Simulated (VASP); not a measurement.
A run of VASP 6.6.1 is set up as follows.

INCAR

```
PREC     = Accurate       # precision mode
ENCUT    = 600            # plane-wave cutoff, eV
EDIFF    = 1E-7           # SCF threshold, eV
ISMEAR   = 0              # smearing method
SIGMA    = 0.01           # smearing width, eV
LREAL    = F              # projectors in reciprocal space
LASPH    = T              # aspherical terms in the spheres
NELM     = 80             # most SCF steps
ALGO     = Normal         # electronic algorithm
ISIF     = 4              # what is computed and relaxed
LWAVE    = F              # write WAVECAR
LCHARG   = F              # write CHGCAR
GGA      = CA             # functional
IBRION   = 2              # ionic algorithm
NSW      = 50             # ionic steps
EDIFFG   = -0.01          # ionic threshold
```

File KPOINTS:

```
Automatic mesh
0
Gamma
  10 10 10
```

Contents of POSCAR:

```
Si
1.0
   -3.2679233972      3.2679233972      1.8890872161
    3.2679233972     -3.2679233972      1.8890872161
    3.2679233972      3.2679233972     -1.8890872161
Si
4
Direct
    0.1788433299      0.1788433299      0.3576866599
    0.8211566701      0.8211566701      0.6423133401
    0.1788433299      0.8211566701      0.0000000000
    0.8211566701      0.1788433299      0.0000000000
```

Potentials or basis: VASP PAW LDA potentials, release 64 (Si).

The run is started by

```bash
$ cat potpaw_LDA.64/Si/POTCAR > POTCAR
$ mpirun -np 1 vasp_std > vasp.out
```

**Question.** What does it give for the band gap on the k mesh?

**Answer.** 0.10 eV (least direct gap 0.18 eV).

Step by step:
```csv
step,energy change (eV),largest force (eV/Å),pressure (GPa),volume (Å³)
1,0.0000,0.0435,2.97,80.70
2,-0.0001,0.0186,2.95,80.70
3,-0.0001,0.0044,2.95,80.70
4,-0.0002,0.0002,2.94,80.70
```

Caveat: semilocal functionals underestimate gaps, and a narrow one can read as zero. A k mesh can miss the band edges.
